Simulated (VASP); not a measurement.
# Ir (Fm-3m) in VASP: single point with LDA

Aim: the single point of Ir with LDA.

Everything below comes from runs of VASP 6.6.1. Logs are shortened: lines on timing, memory, paths and dates and some standing lists are left out, and cuts for length are marked.

## (1) The cell of the first run

It takes space group Fm-3m (No. 225, cubic). The conventional cell has a = 3.811 Å, b = 3.811 Å, c = 3.811 Å, α = 90.00°, β = 90.00°, γ = 90.00°. Ir (site symmetry m-3m) has 12 Ir at 2.69 Å within 3.6 Å.

## (2) Single point, LDA (13.84 Å³/atom)

Contents of INCAR:

```
SYSTEM = Ir
PREC     = Accurate       ! precision mode
ENCUT    = 560            ! plane-wave cutoff, eV
EDIFF    = 1E-6           ! SCF threshold, eV
ISMEAR   = 0              ! smearing method
SIGMA    = 0.05           ! smearing width, eV
LREAL    = .FALSE.        ! projectors in reciprocal space
LASPH    = .TRUE.         ! aspherical terms in the spheres
NELM     = 120            ! most SCF steps
ALGO     = Normal         ! electronic algorithm
ISIF     = 2              ! what is computed and relaxed
LWAVE    = .FALSE.        ! write WAVECAR
LCHARG   = .FALSE.        ! write CHGCAR
NBANDS   = 14             ! bands
GGA_COMPAT= .FALSE.
```

Contents of KPOINTS:

```
Automatic mesh
0
G
  18 18 18
  0 0 0
```

Contents of POSCAR:

```
Ir
1.0
    0.0000000000      1.9055027373      1.9055027373
    1.9055027373      0.0000000000      1.9055027373
    1.9055027373      1.9055027373      0.0000000000
Ir
1
Direct
    0.0000000000      0.0000000000      0.0000000000
```

Potentials or basis: VASP PAW LDA potentials, release 64 (Ir_sv_GW).

Started as:

```bash
> cat potpaw_LDA.64/Ir_sv_GW/POTCAR > POTCAR
> mpirun -np 1 vasp_std > vasp.out
```

OUTCAR:

```text
SYSTEM = Ir
   PREC = Accurate
   ENCUT = 560
   EDIFF = 1E-6
   ISMEAR = 0
   LREAL = .FALSE.
   LASPH = .TRUE.
   NELM = 120
   ISIF = 2

 ion  position               nearest neighbor table
   1  0.000  0.000  0.000-

  LATTYP: Found a face centered cubic cell.
 ALAT       =     3.8110054746

  Lattice vectors:

 A1 = (   0.0000000000,   1.9055027373,   1.9055027373)
 A2 = (   1.9055027373,   0.0000000000,   1.9055027373)
 A3 = (   1.9055027373,   1.9055027373,   0.0000000000)

Analysis of symmetry for initial positions (statically):
=====================================================================
 Subroutine PRICEL returns:
 Original cell was already a primitive cell.

 Routine SETGRP: Setting up the symmetry group for a
 face centered cubic supercell.

 Subroutine GETGRP returns: Found 48 space group operations
 (whereof 48 operations were pure point group operations)
 out of a pool of 48 trial point group operations.

The static configuration has the point symmetry O_h .

Analysis of symmetry for dynamics (positions and initial velocities):
=====================================================================
 Subroutine PRICEL returns:
 Original cell was already a primitive cell.

 Routine SETGRP: Setting up the symmetry group for a
 face centered cubic supercell.

 Subroutine GETGRP returns: Found 48 space group operations
 (whereof 48 operations were pure point group operations)
 out of a pool of 48 trial point group operations.

The dynamic configuration has the point symmetry O_h .

 Subroutine INISYM returns: Found 48 space group operations
 (whereof 48 operations are pure point group operations),
 and found     1 'primitive' translations

----------------------------------------------------------------------------------------

                                     Primitive cell

  volume of cell :      13.8375

  direct lattice vectors                    reciprocal lattice vectors
     0.000000000  1.905502737  1.905502737    -0.262397944  0.262397944  0.262397944
     1.905502737  0.000000000  1.905502737     0.262397944 -0.262397944  0.262397944
     1.905502737  1.905502737  0.000000000     0.262397944  0.262397944 -0.262397944

  length of vectors
     2.694787814  2.694787814  2.694787814     0.454486570  0.454486570  0.454486570

  position of ions in fractional coordinates (direct lattice)
     0.000000000  0.000000000  0.000000000

  ion indices of the primitive-cell ions
   primitive index   ion index
                 1           1

----------------------------------------------------------------------------------------

 KPOINTS: Automatic mesh

Automatic generation of k-mesh.
 Grid dimensions read from file:
 generate k-points for:   18   18   18

 Generating k-lattice:

  Cartesian coordinates                     Fractional coordinates (reciprocal lattice)
    -0.014577664  0.014577664  0.014577664     0.055555556  0.000000000  0.000000000
     0.014577664 -0.014577664  0.014577664     0.000000000  0.055555556  0.000000000
     0.014577664  0.014577664 -0.014577664     0.000000000  0.000000000  0.055555556

  Length of vectors
     0.025249254  0.025249254  0.025249254

  Shift w.r.t. Gamma in fractional coordinates (k-lattice)
     0.000000000  0.000000000  0.000000000

 Subroutine IBZKPT returns following result:
 ===========================================

 Found    195 irreducible k-points:

 Following reciprocal coordinates:
            Coordinates               Weight
  0.000000  0.000000  0.000000      1.000000
  0.055556  0.000000  0.000000      8.000000
  0.111111  0.000000  0.000000      8.000000
  0.166667  0.000000  0.000000      8.000000
  0.222222  0.000000  0.000000      8.000000
  0.277778  0.000000  0.000000      8.000000
[... 16 lines left out ...]
 -0.277778  0.055556  0.000000     24.000000
 -0.222222  0.055556  0.000000     24.000000
 [... further k-points ...]
   k-points           NKPTS =    195   k-points in BZ     NKDIM =    195   number of bands    NBANDS=     14
   number of dos      NEDOS =    301   number of ions     NIONS =      1
   total plane-waves  NPLWV =  13824
   dimension x,y,z NGX =    24 NGY =   24 NGZ =   24
   dimension x,y,z NGXF=    48 NGYF=   48 NGZF=   48
   ions per type =               1
   NGX,Y,Z   is equivalent  to a cutoff of  14.81, 14.81, 14.81 a.u.
   NGXF,Y,Z  is equivalent  to a cutoff of  29.61, 29.61, 29.61 a.u.
 SYSTEM =  Ir
   PREC   = accura    normal or accurate (medium, high low for compatibility)
   ISTART =      0    job   : 0-new  1-cont  2-samecut
   ICHARG =      2    charge: 1-file 2-atom 10-const
   ISPIN  =      1    spin polarized calculation?
   LNONCOLLINEAR =      F non collinear calculations
   LSORBIT =      F    spin-orbit coupling
   LASPH  =      T    aspherical Exc in radial PAW
   ENCUT  =  560.0 eV  41.16 Ry    6.42 a.u.   5.20  5.20  5.20*2*pi/ulx,y,z
   NELM   =    120;   NELMIN=  2; NELMDL= -5     # of ELM steps
   EDIFF  = 0.1E-05   stopping-criterion for ELM
   LREAL  =      F    real-space projection
[... 7 lines left out ...]
   TEBEG  =    0.0;   TEEND  =   0.0 temperature during run
   PSTRESS=    0.0 pullay stress
   NELECT =      17.0000    total number of electrons
   NUPDOWN=      -1.0000    fix difference up-down
   EMIN   =  10.00;   EMAX   =-10.00  energy-range for DOS
   EFERMI =   0.00;   METHOD = LEGACY
   ISMEAR =     0;   SIGMA  =   0.05  broadening in eV -4-tet -1-fermi 0-gaus
   EFERMI_NEDOS =   21; number of points for ismear=-14 and -15
   IALGO  =     38    algorithm
   IMIX   =      4    mixing-type and parameters
     AMIX     =   0.40;   BMIX     =  1.00
     AMIX_MAG =   1.60;   BMIX_MAG =  1.00
  volume/ion in A,a.u.               =      13.84        93.38
  Fermi-wavevector in a.u.,A,eV,Ry     =   1.753362  3.313374 41.828090  3.074278
  Thomas-Fermi vector in A             =   2.823512
   LORBIT       =      0    0 simple, 1 ext, 2 COOP (PROOUT), +10 PAW based schemes
   GGA     = CA    functional components
   LHFCALC =     F    Hartree Fock is set to
   AEXX    =    0.0000 exact exchange contribution
   IVDW    =     0    specifies the selected vdW correction
   LEPSILON=     F    determine dielectric tensor
   LRPA    =     F    only Hartree local field effects (RPA)
 non-spin polarized calculation
 Gauss-broadening in eV      SIGMA  =   0.05
  energy-cutoff  :      560.00
  volume of cell :       13.84
 maximum number of plane-waves:       444
 NGX is ok and might be reduce to    24
   NGX = 11   NGY = 11   NGZ = 11

 number of electron      17.0000000 magnetization

 Free energy of the ion-electron system (eV)
  ---------------------------------------------------
  ext. energy  EPLUGINS =         0.00000000
  ---------------------------------------------------
  free energy    TOTEN  =       -10.90753594 eV

  energy without entropy =      -10.90618720  energy(sigma->0) =      -10.90686157

 E-fermi :  13.1302     XC(G=0): -14.9260

 val. band max:       13.1223647844   @ k =   0.5000   0.2222   0.1111
 cond. band min:      13.1437018310   @ k =   0.3333   0.1111   0.0556
 fundamental gap:      0.0213370465
 Fermi energy:        13.1301537888

 k-point     1 :       0.0000    0.0000    0.0000
  band No.  band energies     occupation
      1     -79.5131      2.00000
      2     -36.1529      2.00000
      3     -36.1529      2.00000
      4     -36.1529      2.00000
      5       1.7711      2.00000
      6       9.0527      2.00000
      7       9.0527      2.00000
      8       9.0527      2.00000
      9      11.8711      2.00000
     10      11.8711      2.00000
     11      26.6743      0.00000
     12      32.2727      0.00000
     13      32.2727      0.00000
     14      32.2727      0.00000

 k-point     2 :       0.0556    0.0000    0.0000
  band No.  band energies     occupation
      1     -79.5109      2.00000
      2     -36.1801      2.00000
      3     -36.1566      2.00000
      4     -36.1566      2.00000
      5       1.9132      2.00000
      6       8.9753      2.00000
      7       9.1144      2.00000
      8       9.1144      2.00000
      9      11.8291      2.00000
     10      11.8291      2.00000
     11      26.9244      0.00000
     12      31.6332      0.00000
     13      32.5131      0.00000
     14      32.5131      0.00000

 k-point     3 :       0.1111    0.0000    0.0000
  band No.  band energies     occupation
      1     -79.5044      2.00000
      2     -36.2580      2.00000
      3     -36.1671      2.00000
      4     -36.1671      2.00000
      5       2.3238      2.00000
      6       8.7780      2.00000
      7       9.2764      2.00000
      8       9.2764      2.00000
      9      11.7368      2.00000
     10      11.7368      2.00000
     11      27.6119      0.00000
     12      30.3172      0.00000
     13      33.2150      0.00000
     14      33.2150      0.00000
[... 324 lines left out ...]
 k-point    23 :      -0.2778    0.0556    0.0000
  band No.  band energies     occupation
      1     -79.4640      2.00000
      2     -36.7167      2.00000
      3     -36.2609      2.00000
      4     -36.2229      2.00000
      5       4.5816      2.00000
      6       8.7621      2.00000
      7       9.3795      2.00000
      8       9.4867      2.00000
      9      12.0490      2.00000
     10      13.0111      1.99924
     11      25.5848      0.00000
     12      29.1205      0.00000
     13      34.7876      0.00000
     14      36.4557      0.00000

 k-point    24 :      -0.2222    0.0556    0.0000
  band No.  band energies     occupation
      1     -79.4765      2.00000
      2     -36.5723      2.00000
      3     -36.2391      2.00000
      4     -36.2010      2.00000
      5       4.0272      2.00000
      6       8.3798      2.00000
      7       9.5294      2.00000
      8       9.6207      2.00000
      9      11.5493      2.00000
     10      12.4490      2.00000
     11      27.0244      0.00000
     12      29.7167      0.00000
     13      34.9370      0.00000
     14      36.1519      0.00000

 [... further k-points ...]

------------------------ aborting loop because EDIFF is reached ----------------------------------------

  FORCE on cell =-STRESS in cart. coord.  units (eV):
  Direction    XX          YY          ZZ          XY          YZ          ZX
  --------------------------------------------------------------------------------------
  -------------------------------------------------------------------------------------
  Total       -0.0361730     -0.0361730     -0.0361730      0.0000000      0.0000000      0.0000000
  in kB       -4.1882814     -4.1882814     -4.1882814      0.0000000      0.0000000      0.0000000
  external PRESSURE =      -4.1882814 kB  Pullay stress =       0.0000000 kB

 VOLUME and BASIS-vectors are now :
 -----------------------------------------------------------------------------
  energy-cutoff  :      560.00
  volume of cell :       13.84
      direct lattice vectors                 reciprocal lattice vectors
     0.000000000  1.905502737  1.905502737    -0.262397944  0.262397944  0.262397944
     1.905502737  0.000000000  1.905502737     0.262397944 -0.262397944  0.262397944
     1.905502737  1.905502737  0.000000000     0.262397944  0.262397944 -0.262397944

 POSITION                                       TOTAL-FORCE (eV/Angst)
 -----------------------------------------------------------------------------------
      0.00000      0.00000      0.00000         0.000000      0.000000      0.000000
 -----------------------------------------------------------------------------------
    total drift:                               -0.000000     -0.000000      0.000000

  FREE ENERGIE OF THE ION-ELECTRON SYSTEM (eV)
  ---------------------------------------------------
  free  energy   TOTEN  =       -10.9075359436 eV

  energy  without entropy=      -10.9061872043  energy(sigma->0) =      -10.90686157
```

Run time: 36 s. Hardware: 1 thread of AMD EPYC 7R13 (Zen 3), shared host; peak memory 0.14 GiB.

Results:

| Quantity | Value |
| --- | --- |
| Free energy | -10.9075 eV |
| Pressure | -0.4 GPa |
| Band gap on the k mesh | zero (an odd number of electrons rules out a gap without spin polarisation) |

Caveat: spin-orbit coupling is left out, which moves the levels of the heavy elements.

The gap in the log of VASP goes by the Fermi energy; the results here count the filled bands.